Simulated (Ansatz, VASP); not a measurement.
Nb: VASP beside Ansatz

```xyz
1
Lattice="-1.6239 1.6239 1.6239 1.6239 -1.6239 1.6239 1.6239 1.6239 -1.6239" Properties=species:S:1:pos:R:3 pbc="T T T"
Nb    0.0000    0.0000    0.0000
```

Alike in both runs: functional LDA; k mesh 24 × 24 × 24; occupations fermi-dirac, width 0.08 eV; no spin polarisation.

Ansatz relaxed the structure, and its values are those at the end. VASP's run is a single point on that final structure, the one shown.

```csv
,VASP,Ansatz
version,VASP 6.6.1,Ansatz 0.2.0
potentials or method,"VASP PAW LDA potentials, release 64 (Nb_sv)","PAW with Ansatz's default frozen-core files, scalar-relativistic"
plane-wave cutoff (eV),520,420
valence electrons in the cell,13,13
```

|  | VASP | Ansatz | Ansatz less VASP |
| --- | --- | --- | --- |
| pressure (GPa) | -0.2 | 0.0 | +0.15 |

LDA's correlation is that of Perdew and Zunger in VASP and of Perdew and Wang (1992) in Ansatz.
